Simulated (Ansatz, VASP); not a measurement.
## One calculation of TiAl3, two programs

```
CELL_PARAMETERS angstrom
3.82400 0.00000 0.00000
0.00000 3.82400 0.00000
0.00000 0.00000 8.30692
ATOMIC_POSITIONS crystal
Ti 0.00000 0.00000 0.00000
Ti 0.50000 0.50000 0.50000
Al 0.50000 0.50000 0.00000
Al 0.00000 0.50000 0.25000
Al 0.50000 0.00000 0.25000
Al 0.00000 0.00000 0.50000
Al 0.50000 0.00000 0.75000
Al 0.00000 0.50000 0.75000
```

Change from the starting cell: strain along c alone, the other axes held, atoms relaxed: -3.0 %.

Alike in both runs: task single point; functional r2SCAN; k mesh 10 × 10 × 4; occupations gaussian, width 0.1 eV; no spin polarisation.

|  | VASP | Ansatz |
| --- | --- | --- |
| version | VASP 6.6.1 | Ansatz 0.2.0 |
| potentials or method | VASP PAW PBE potentials, release 64 (Ti_sv, Al), cutoff 520 eV | scalar-relativistic, plane waves, PAW |
| valence electrons in the cell | 42 | 42 |

VASP gave:

* gap on the k mesh at the Fermi level (eV): none
* pressure (GPa): 3.6
* traceless stress, the component that is largest in VASP (GPa): 4.02

Task: Estimate Ansatz's values.

Result: gap on the k mesh at the Fermi level (eV): none; pressure (GPa): 3.7; traceless stress, the component that is largest in VASP (GPa): 4.03.

VASP's potentials were made for PBE, not for r2SCAN. A gap of «none» marks a metal or a gap that the smearing closes.
